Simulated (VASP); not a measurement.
Input of a VASP 6.6.1 run:

INCAR

```
SYSTEM = Se
AGGAC = 1.0
AGGAX = 1.0
ALDAC = 0.0
ALDAX = 1.0
ALGO = Normal
EDIFF = 1E-6
ENCUT = 520
GGA = B5
ISIF = 2
ISMEAR = -1
LASPH = .True.
LCHARG = .False.
LREAL = .False.
LWAVE = .False.
NBANDS = 13
NELM = 80
PREC = Accurate
SIGMA = 0.1
```

KPOINTS

```
k-points
0
Gamma
  11 11 9
  0 0 0
```

File POSCAR:

```
Se
1.0
    3.8818050384      0.0000000000      0.0000000000
   -1.9409025193      3.3617417758      0.0000000000
    0.0000000000      0.0000000000      3.9457548066
Se
2
Direct
    0.3333333333      0.6666666667      0.2500000000
    0.6666666667      0.3333333333      0.7500000000
```

Potentials or basis: VASP PAW PBE potentials, release 64 (Se).

The run is started by

```console
$ cat potpaw_PBE.64/Se/POTCAR > POTCAR
$ mpirun -np 1 vasp_std > vasp.out
```

Task: What does it give for the band gap on the k mesh?

Result: Zero (bands 6 and 7 overlap by 1.62 eV).

Task: Predict the pressure.

Result: -1.8 GPa.

Stress tensor (GPa, compression positive):
```
-1.22  0.00  0.00
 0.00 -1.22  0.00
 0.00  0.00 -2.88
```

Caveat: the PAW data sets were made with another functional, which shifts forces and pressure a little.
